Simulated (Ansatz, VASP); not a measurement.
Two plane-wave programs on AlGa2N2

```
Al Ga N
1.0
    -2.06434    2.06434    4.62074
     2.06434   -2.06434    4.62074
     2.06434    2.06434   -4.62074
Al Ga N
1 2 2
Direct
  0.50000 0.50000 0.00000
  0.75000 0.25000 0.50000
  0.25000 0.75000 0.50000
  0.30037 0.30037 0.00000
  0.69963 0.69963 0.00000
```

Change from the starting cell: species swapped into the KCu2Se2 type (Fmmm, No. 69).

Alike in both runs: task single point; functional PBE; k mesh 6 × 6 × 6; occupations gaussian, width 0.1 eV; collinear spin.

|  | VASP | Ansatz |
| --- | --- | --- |
| version | VASP 6.6.1 | Ansatz 0.2.0 |
| potentials or method | VASP PAW PBE potentials, release 64 (Al, Ga_d, N), cutoff 520 eV | scalar-relativistic, plane waves, PAW |
| valence electrons in the cell | 39 | 39 |

VASP gave:

| Quantity | Value |
| --- | --- |
| gap on the k mesh at the Fermi level (eV) | none |
| pressure (GPa) | 0.3 |
| traceless stress, the component that is largest in VASP (GPa) | -0.25 |
| rms of the force components (eV/Å) | 0.006 |
| net moment per atom (μB) | 0.00 |

Problem. Estimate Ansatz's values.

Solution. gap on the k mesh at the Fermi level (eV): none; pressure (GPa): 0.0; traceless stress, the component that is largest in VASP (GPa): -0.03; rms of the force components (eV/Å): 0.001; net moment per atom (μB): 0.00.

Atom by atom the forces differ by 0.007 eV/Å (rms over components). A gap of «none» marks a metal or a gap that the smearing closes. Ansatz's warnings: seeded moment not kept.
